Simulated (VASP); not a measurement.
# TaN: single point with PBEsol+U

TaN:

```xyz
2
Lattice="2.9380 0.0000 0.0000 -1.4690 2.5444 0.0000 0.0000 0.0000 2.8830" Properties=species:S:1:pos:R:3 pbc="T T T"
Ta    0.0000    0.0000    1.4415
N     1.4690    0.8481    0.0000
```

| Property | Result |
| --- | --- |
| Program | VASP 6.6.1 |
| Task | single point |
| Functional | PBEsol |
| Potentials or basis | VASP PAW PBE potentials, release 64 (Ta_sv_GW, N) |
| Cutoff | 700 eV |
| k mesh | 10 × 10 × 9 |
| Occupations | fermi-dirac, width 0.05 eV |
| Spin | no spin polarisation |
| Hubbard terms | Ta d U = 1.0 eV |
| Dipole correction | no |
| Further INCAR settings | ALGO = Normal; EDIFF = 1e-06; NBANDS = 16 |

```json
{"Pressure": "-1.7 GPa", "Band gap on the k mesh": "zero (bands 9 and 10 overlap by 0.30 eV)"}
```

Stress tensor (GPa, compression positive):
```
-1.75  0.00  0.00
 0.00 -1.75  0.00
 0.00  0.00 -1.56
```

Levels at points of the mesh, in eV from the Fermi level:
```
           k point  band 5  band 6  band 7  band 8  band 9  band 10  band 11  band 12  band 13  band 14
(0.00, 0.00, 0.00)  -17.87   -4.66   -4.66   -4.32   -3.06     2.02     3.51     3.51     4.03     4.03
(0.50, 0.00, 0.00)  -15.54   -8.46   -5.27   -3.58   -3.30     3.02     3.96     5.15     5.27     7.19
```

Eigenvalues of the final occupation matrices:
```tsv
site	spin	trace	eigenvalues
site 1 d	1	1.20	0.19 0.19 0.26 0.26 0.30
site 1 d	2	1.20	0.19 0.19 0.26 0.26 0.30
```

Wall time 19 s on 1 thread of Intel(R) Xeon(R) 6975P-C (Granite Rapids) (shared host), peak memory 0.19 GiB.

Caveat: the PAW data sets were made with another functional, which shifts forces and pressure a little; spin-orbit coupling is left out, which moves the levels of the heavy elements; U without spin polarisation on a metal has little footing.
